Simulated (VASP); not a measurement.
Here is a VASP 6.6.1 calculation.

The input INCAR:

```
SYSTEM = Fe
PREC = Accurate ; ENCUT = 520
EDIFF = 1E-7 ; ISMEAR = -1
SIGMA = 0.1 ; LREAL = .FALSE.
LASPH = .TRUE. ; NELM = 150
ALGO = Normal ; ISIF = 2
LWAVE = .FALSE. ; LCHARG = .FALSE.
ISPIN = 2 ; MAGMOM = 4 4
LORBIT = 11 ; LMAXMIX = 4
GGA = CA ; NBANDS = 19
```

Contents of KPOINTS:

```
regular mesh
0
G
  14 14 7
  0 0 0
```

File POSCAR:

```
Fe
1.0
   -1.4333000000      1.4333000000      1.4333000000
    1.4333000000     -1.4333000000      1.4333000000
    2.8666000000      2.8666000000     -2.8666000000
Fe
2
Direct
    0.0000000000      0.0000000000      0.0000000000
    0.0000000000      0.0000000000      0.5000000000
```

Potentials or basis: VASP PAW LDA potentials, release 64 (Fe).

Run with:

```console
$ cat potpaw_LDA.64/Fe/POTCAR > POTCAR
$ mpirun -np 1 vasp_std > vasp.out
```

Task: Estimate the net moment.

Result: 4.36 μB per cell.

Task: Estimate the pressure.

Result: -23.5 GPa.

Task: Estimate the site moments.

Result: Fe +2.16 μB.
